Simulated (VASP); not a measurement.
Here is a VASP 6.6.1 calculation.

The input INCAR:

```
SYSTEM = AlSb2Br2
ALGO = Normal
EDIFF = 1E-6
EDIFFG = -0.01
ENCUT = 600
GGA = PE
IBRION = 2
ISIF = 3
ISMEAR = 0
LASPH = .True.
LCHARG = .False.
LREAL = .False.
LWAVE = .False.
NELM = 80
NSW = 100
PREC = Accurate
SIGMA = 0.1
```

KPOINTS

```
k-points
0
Gamma
  12 12 4
  0 0 0
```

The input POSCAR:

```
AlSb2Br2
1.0
    4.0896911578      0.0000000000      0.0000000000
   -2.0448455789      3.5417764363      0.0000000000
    0.0000000000      0.0000000000     12.8177091632
Al Sb Br
1 2 2
Direct
    0.0000000000      0.0000000000      0.0000000000
    0.3333333333      0.6666666667      0.5641572673
    0.6666666667      0.3333333333      0.4358427327
    0.3333333333      0.6666666667      0.1126154709
    0.6666666667      0.3333333333      0.8873845291
```

Potentials or basis: VASP PAW PBE potentials, release 64 (Al, Sb, Br).

Command:

```sh
$ cat potpaw_PBE.64/Al/POTCAR potpaw_PBE.64/Sb/POTCAR potpaw_PBE.64/Br/POTCAR > POTCAR
$ mpirun -np 1 vasp_std > vasp.out
```

(1) What does it give for the relaxed cell?

(2) Estimate the relaxed volume.

Results:

(1) a = 4.068 Å, b = 4.068 Å, c = 13.267 Å, α = 90.00°, β = 90.00°, γ = 120.00°.

(2) 38.03 Å³/atom.

Caveat: this functional lacks dispersion, which binds layers or chains, so the pressure and a relaxed spacing across them are unreliable; an odd number of electrons without spin polarisation forces a metal; a magnetic or distorted state may lie lower.
